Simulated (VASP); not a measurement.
Input of a VASP 6.6.1 run:

The input INCAR:

```
SYSTEM = S
PREC = Accurate
ENCUT = 520
EDIFF = 1E-6
ISMEAR = 0
SIGMA = 0.15
LREAL = .FALSE.
LASPH = .TRUE.
NELM = 60
ALGO = Normal
ISIF = 2
LWAVE = .FALSE.
LCHARG = .FALSE.
GGA = PS
NBANDS = 9
```

The input KPOINTS:

```
Automatic mesh
0
G
  20 20 20
  0 0 0
```

The input POSCAR:

```
S
1.0
    0.0000000000      1.9943503440      2.0741243578
    1.9943503440      0.0000000000      2.0741243578
    1.9943503440      1.9943503440      0.0000000000
S
1
Direct
    0.0000000000      0.0000000000      0.0000000000
```

Potentials or basis: VASP PAW PBE potentials, release 64 (S).

Command:

```bash
$ cat potpaw_PBE.64/S/POTCAR > POTCAR
$ mpirun -np 1 vasp_std > vasp.out
```

(1) Predict the band gap on the k mesh.

(2) Estimate the pressure.

Answers

(1) zero (bands 3 and 4 overlap by 5.49 eV).

(2) -7.8 GPa.

Caveat: the cell differs from its parent crystal (strain +0.0400 x Voigt [0, 0, 1, 0, 0, 0]); the cell stands under tension; the PAW data sets were made with another functional, which shifts forces and pressure a little.
